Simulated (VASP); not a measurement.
# CuAu (P4/mmm) in VASP: notebook

CuAu is run at these levels: PBEsol; tasks: single point.

Program: VASP 6.6.1. These are calculated values, not measurements. Logs are shortened: lines on timing, memory, paths and dates and some standing lists are left out, and cuts for length are marked.

## 1. The cell of the first run

The structure is tetragonal, space group P4/mmm (No. 123). The conventional cell has a = 2.811 Å, b = 2.811 Å, c = 3.685 Å, α = 90.00°, β = 90.00°, γ = 90.00°. Within 3.7 Å of Cu (site symmetry 4/mmm) lie 8 Au at 2.71 Å and 6 Cu at 2.81 to 3.69 Å. Au (site symmetry 4/mmm) has 8 Cu at 2.71 Å and 6 Au at 2.81 to 3.69 Å within 3.7 Å.

## 2. Single point, PBEsol

File INCAR:

```
PREC = Accurate
ENCUT = 520
EDIFF = 1E-7
ISMEAR = 0
SIGMA = 0.1
LREAL = F
LASPH = T
NELM = 60
ALGO = Fast
ISIF = 2
LWAVE = F
LCHARG = T
GGA = PS
LELF = T
LVHAR = T
NBANDS = 18
```

File KPOINTS:

```
Automatic mesh
0
Gamma
  6 6 6
```

File POSCAR:

```
CuAu
1.0
    2.8107494552      0.0000000000      0.0000000000
    0.0000000000      2.8107494552      0.0000000000
    0.0000000000      0.0000000000      3.6850000000
Cu Au
1 1
Direct
    0.5000000000      0.5000000000      0.5000000000
    0.0000000000      0.0000000000      0.0000000000
```

Potentials or basis: VASP PAW PBE potentials, release 64 (Cu, Au).

Command:

```
> cat potpaw_PBE.64/Cu/POTCAR potpaw_PBE.64/Au/POTCAR > POTCAR
> mpirun -np 1 vasp_std > vasp.out
```

OUTCAR:

```text
PREC = Accurate
   ENCUT = 520
   EDIFF = 1E-7
   ISMEAR = 0
   LREAL = F
   LASPH = T
   NELM = 60
   ISIF = 2
   GGA = PS

 ion  position               nearest neighbor table
   1  0.500  0.500  0.500-   2 2.71   2 2.71   2 2.71   2 2.71   2 2.71   2 2.71   2 2.71   2 2.71

   2  0.000  0.000  0.000-   1 2.71   1 2.71   1 2.71   1 2.71   1 2.71   1 2.71   1 2.71   1 2.71

  LATTYP: Found a simple tetragonal cell.
 ALAT       =     2.8107494552
 C/A-ratio  =     1.3110382333

  Lattice vectors:

 A1 = (   2.8107494552,   0.0000000000,   0.0000000000)
 A2 = (   0.0000000000,   2.8107494552,   0.0000000000)
 A3 = (   0.0000000000,   0.0000000000,   3.6850000000)

Analysis of symmetry for initial positions (statically):
=====================================================================
 Subroutine PRICEL returns:
 Original cell was already a primitive cell.

 Routine SETGRP: Setting up the symmetry group for a
 simple tetragonal supercell.

 Subroutine GETGRP returns: Found 16 space group operations
 (whereof 16 operations were pure point group operations)
 out of a pool of 16 trial point group operations.

The static configuration has the point symmetry D_4h.

Analysis of symmetry for dynamics (positions and initial velocities):
=====================================================================
 Subroutine PRICEL returns:
 Original cell was already a primitive cell.

 Routine SETGRP: Setting up the symmetry group for a
 simple tetragonal supercell.

 Subroutine GETGRP returns: Found 16 space group operations
 (whereof 16 operations were pure point group operations)
 out of a pool of 16 trial point group operations.

The dynamic configuration has the point symmetry D_4h.

 Subroutine INISYM returns: Found 16 space group operations
 (whereof 16 operations are pure point group operations),
 and found     1 'primitive' translations

----------------------------------------------------------------------------------------

                                     Primitive cell

  volume of cell :      29.1127

  direct lattice vectors                    reciprocal lattice vectors
     2.810749455  0.000000000  0.000000000     0.355776997  0.000000000  0.000000000
[... 81 lines left out ...]
   LNONCOLLINEAR =      F non collinear calculations
   LSORBIT =      F    spin-orbit coupling
   LASPH  =      T    aspherical Exc in radial PAW
   ENCUT  =  520.0 eV  38.22 Ry    6.18 a.u.   5.23  5.23  6.85*2*pi/ulx,y,z
   NELM   =     60;   NELMIN=  2; NELMDL= -5     # of ELM steps
   EDIFF  = 0.1E-06   stopping-criterion for ELM
   LREAL  =      F    real-space projection
   EDIFFG = 0.1E-05   stopping-criterion for IOM
   NSW    =      0    number of steps for IOM
   IBRION =     -1    ionic relax: 0-MD 1-quasi-New 2-CG
   NFREE  =      0    steps in history (QN), initial steepest desc. (CG)
   ISIF   =      2    stress and relaxation
   ISYM   =      2    0-nonsym 1-usesym 2-fastsym
   POTIM  = 0.5000    time-step for ionic-motion
   TEBEG  =    0.0;   TEEND  =   0.0 temperature during run
   PSTRESS=    0.0 pullay stress
   NELECT =      22.0000    total number of electrons
   NUPDOWN=      -1.0000    fix difference up-down
   EMIN   =  10.00;   EMAX   =-10.00  energy-range for DOS
   EFERMI =   0.00;   METHOD = LEGACY
   ISMEAR =     0;   SIGMA  =   0.10  broadening in eV -4-tet -1-fermi 0-gaus
   EFERMI_NEDOS =   21; number of points for ismear=-14 and -15
   IALGO  =     68    algorithm
   IMIX   =      4    mixing-type and parameters
     AMIX     =   0.40;   BMIX     =  1.00
     AMIX_MAG =   1.60;   BMIX_MAG =  1.00
  volume/ion in A,a.u.               =      14.56        98.23
  Fermi-wavevector in a.u.,A,eV,Ry     =   1.491152  2.817868 30.253005  2.223533
  Thomas-Fermi vector in A             =   2.603843
   LORBIT       =      0    0 simple, 1 ext, 2 COOP (PROOUT), +10 PAW based schemes
   GGA     = PS    functional components
   LHFCALC =     F    Hartree Fock is set to
   AEXX    =    0.0000 exact exchange contribution
   IVDW    =     0    specifies the selected vdW correction
   LEPSILON=     F    determine dielectric tensor
   LRPA    =     F    only Hartree local field effects (RPA)
 non-spin polarized calculation
 RMM-DIIS sequential band-by-band and
 Gauss-broadening in eV      SIGMA  =   0.10
  energy-cutoff  :      520.00
  volume of cell :       29.11
 maximum number of plane-waves:       800
 NGX is ok and might be reduce to    24
   NGX = 11   NGY = 11   NGZ = 13

 number of electron      22.0000010 magnetization

 Free energy of the ion-electron system (eV)
  ---------------------------------------------------
  ext. energy  EPLUGINS =         0.00000000
  ---------------------------------------------------
  free energy    TOTEN  =        -8.30386367 eV

  energy without entropy =       -8.29867668  energy(sigma->0) =       -8.30127018

 E-fermi :   8.5757     XC(G=0): -12.8342

 val. band max:        8.5739398496   @ k =   0.5000   0.3333   0.0000
 cond. band min:       8.6501674852   @ k =   0.5000   0.1667   0.1667
 fundamental gap:      0.0762276355
 Fermi energy:         8.5757153865

 k-point     1 :       0.0000    0.0000    0.0000
  band No.  band energies     occupation
      1      -1.2816      2.00000
      2       1.9406      2.00000
      3       2.0974      2.00000
      4       4.4951      2.00000
      5       4.4951      2.00000
      6       5.5677      2.00000
[... 481 lines left out ...]
      5       4.6203      2.00000
      6       5.8012      2.00000
[... 10 lines left out ...]
     17      25.3482      0.00000
     18      25.5297      0.00000

 [... further k-points ...]

------------------------ aborting loop because EDIFF is reached ----------------------------------------

  FORCE on cell =-STRESS in cart. coord.  units (eV):
  Direction    XX          YY          ZZ          XY          YZ          ZX
  --------------------------------------------------------------------------------------
  -------------------------------------------------------------------------------------
  Total       -0.3963227     -0.3963227     -0.9277521      0.0000000     -0.0000000     -0.0000000
  in kB      -21.8111116    -21.8111116    -51.0576407      0.0000000     -0.0000000     -0.0000000
  external PRESSURE =     -31.5599546 kB  Pullay stress =       0.0000000 kB

 VOLUME and BASIS-vectors are now :
 -----------------------------------------------------------------------------
  energy-cutoff  :      520.00
  volume of cell :       29.11
      direct lattice vectors                 reciprocal lattice vectors
     2.810749455  0.000000000  0.000000000     0.355776997  0.000000000  0.000000000
     0.000000000  2.810749455  0.000000000     0.000000000  0.355776997  0.000000000
     0.000000000  0.000000000  3.685000000     0.000000000  0.000000000  0.271370421

 POSITION                                       TOTAL-FORCE (eV/Angst)
 -----------------------------------------------------------------------------------
      1.40537      1.40537      1.84250         0.000000      0.000000      0.000000
      0.00000      0.00000      0.00000         0.000000      0.000000      0.000000
 -----------------------------------------------------------------------------------
    total drift:                                0.000000      0.000000     -0.000000

  FREE ENERGIE OF THE ION-ELECTRON SYSTEM (eV)
  ---------------------------------------------------
  free  energy   TOTEN  =        -8.3038636749 eV

  energy  without entropy=       -8.2986766790  energy(sigma->0) =       -8.30127018
```

Wall time 24 s (1 thread of Intel Xeon Platinum 8259CL at 2.50GHz (Skylake/Cascade Lake), shared host); peak memory 0.15 GiB.

Results:

| Quantity | Value |
| --- | --- |
| Free energy | -8.3039 eV |
| Pressure | -3.2 GPa |
| Band gap on the k mesh | zero (bands 11 and 12 overlap by 7.29 eV) |

Caveat: the k points lie up to 0.37 Å⁻¹ apart, too coarse for converged energies and pressures of a metal; the PAW data sets were made with another functional, which shifts forces and pressure a little; spin-orbit coupling is left out, which moves the levels of the heavy elements.

## 3. Single point, PBEsol (15.06 Å³/atom)

This run uses another cell than the first one, of 15.06 Å³/atom.

File INCAR:

```
SYSTEM = CuAu
PREC     = Accurate       ! precision mode
ENCUT    = 520            ! plane-wave cutoff, eV
EDIFF    = 1E-7           ! SCF threshold, eV
ISMEAR   = 0              ! smearing method
SIGMA    = 0.1            ! smearing width, eV
LREAL    = .False.        ! projectors in reciprocal space
LASPH    = .True.         ! aspherical terms in the spheres
NELM     = 100            ! most SCF steps
ALGO     = Fast           ! electronic algorithm
ISIF     = 2              ! what is computed and relaxed
LWAVE    = .False.        ! write WAVECAR
LCHARG   = .True.         ! write CHGCAR
GGA      = PS             ! functional
LELF     = .True.         ! ELF
LVHAR    = .True.       
NBANDS   = 18             ! bands
```

File KPOINTS:

```
regular mesh
0
Gamma
  14 14 12
  0 0 0
```

File POSCAR:

```
CuAu
1.0
    2.8813479525      0.0000000000      0.0000000000
    0.0000000000      2.8813479525      0.0000000000
    0.0000000000      0.0000000000      3.6290789602
Cu Au
1 1
Direct
    0.5000000000      0.5000000000      0.5000000000
    0.0000000000      0.0000000000      0.0000000000
```

Potentials or basis: VASP PAW PBE potentials, release 64 (Cu, Au).

Command:

```
> cat potpaw_PBE.64/Cu/POTCAR potpaw_PBE.64/Au/POTCAR > POTCAR
> mpirun -np 1 vasp_std > vasp.out
```

OUTCAR:

```text
SYSTEM = CuAu
   PREC = Accurate
   ENCUT = 520
   EDIFF = 1E-7
   ISMEAR = 0
   LREAL = .False.
   LASPH = .True.
   NELM = 100
   ISIF = 2
   GGA = PS

 ion  position               nearest neighbor table
   1  0.500  0.500  0.500-   2 2.73   2 2.73   2 2.73   2 2.73   2 2.73   2 2.73   2 2.73   2 2.73

   2  0.000  0.000  0.000-   1 2.73   1 2.73   1 2.73   1 2.73   1 2.73   1 2.73   1 2.73   1 2.73

  LATTYP: Found a simple tetragonal cell.
 ALAT       =     2.8813479525
 C/A-ratio  =     1.2595073625

  Lattice vectors:

[... 694 lines left out ...]

  FORCE on cell =-STRESS in cart. coord.  units (eV):
  Direction    XX          YY          ZZ          XY          YZ          ZX
  --------------------------------------------------------------------------------------
  -------------------------------------------------------------------------------------
  Total       -1.5863179     -1.5863179     -1.5770453      0.0000000      0.0000000      0.0000000
  in kB      -84.3554146    -84.3554146    -83.8623299      0.0000000      0.0000000      0.0000000
  external PRESSURE =     -84.1910530 kB  Pullay stress =       0.0000000 kB

 VOLUME and BASIS-vectors are now :
 -----------------------------------------------------------------------------
  energy-cutoff  :      520.00
  volume of cell :       30.13
      direct lattice vectors                 reciprocal lattice vectors
     2.881347953  0.000000000  0.000000000     0.347059785  0.000000000  0.000000000
     0.000000000  2.881347953  0.000000000     0.000000000  0.347059785  0.000000000
     0.000000000  0.000000000  3.629078960     0.000000000  0.000000000  0.275552009

 POSITION                                       TOTAL-FORCE (eV/Angst)
 -----------------------------------------------------------------------------------
      1.44067      1.44067      1.81454         0.000000      0.000000      0.000000
      0.00000      0.00000      0.00000         0.000000      0.000000      0.000000
 -----------------------------------------------------------------------------------
    total drift:                                0.000000      0.000000     -0.000000

  FREE ENERGIE OF THE ION-ELECTRON SYSTEM (eV)
  ---------------------------------------------------
  free  energy   TOTEN  =        -8.3149948536 eV

  energy  without entropy=       -8.3127955481  energy(sigma->0) =       -8.31389520
```

OSZICAR:

```text
N       E                     dE             d eps       ncg     rms          rms(c)
DAV:   1     0.129638696505E+03    0.12964E+03   -0.10952E+04  9760   0.170E+03
DAV:   2    -0.394966433557E+01   -0.13359E+03   -0.12505E+03  9198   0.297E+02
DAV:   3    -0.944511410723E+01   -0.54954E+01   -0.53419E+01 10744   0.700E+01
DAV:   4    -0.951994194499E+01   -0.74828E-01   -0.74766E-01 11332   0.689E+00
DAV:   5    -0.952184624956E+01   -0.19043E-02   -0.19042E-02 11772   0.111E+00    0.116E+01
RMM:   6    -0.902373295563E+01    0.49811E+00   -0.65422E+00 10473   0.411E+01    0.654E+00
RMM:   7    -0.836077834140E+01    0.66295E+00   -0.22572E+00 10351   0.219E+01    0.491E+00
RMM:   8    -0.831979090765E+01    0.40987E-01   -0.18909E-01 10752   0.495E+00    0.233E+00
RMM:   9    -0.833123439524E+01   -0.11443E-01   -0.86444E-02 10681   0.516E+00    0.113E+00
RMM:  10    -0.831526047097E+01    0.15974E-01   -0.61356E-02 11137   0.357E+00    0.297E-01
RMM:  11    -0.831526059272E+01   -0.12174E-06   -0.71261E-03 12136   0.863E-01    0.223E-01
RMM:  12    -0.831524180566E+01    0.18787E-04   -0.11874E-03 11910   0.327E-01    0.133E-01
RMM:  13    -0.831499793881E+01    0.24387E-03   -0.54620E-04 11145   0.348E-01    0.832E-02
RMM:  14    -0.831499675532E+01    0.11835E-05   -0.16450E-04 11244   0.123E-01    0.238E-02
RMM:  15    -0.831499316875E+01    0.35866E-05   -0.29399E-05 11851   0.839E-02    0.514E-03
RMM:  16    -0.831499472105E+01   -0.15523E-05   -0.14871E-05 11900   0.289E-02    0.638E-03
RMM:  17    -0.831499482947E+01   -0.10842E-06   -0.22565E-06 10752   0.156E-02    0.300E-03
RMM:  18    -0.831499485364E+01   -0.24165E-07   -0.58661E-07  7493   0.611E-03
   1 F= -.83149949E+01 E0= -.83138952E+01  d E =-.219931E-02
```

Run time: 2.8 min. Hardware: 1 thread of Intel Xeon Platinum 8259CL at 2.50GHz (Skylake/Cascade Lake), shared host; peak memory 0.26 GiB.

Results:

* Free energy: -8.3150 eV
* Pressure: -8.4 GPa
* Band gap on the k mesh: zero (bands 11 and 12 overlap by 6.97 eV)

Caveat: the cell stands under tension; the PAW data sets were made with another functional, which shifts forces and pressure a little; spin-orbit coupling is left out, which moves the levels of the heavy elements.
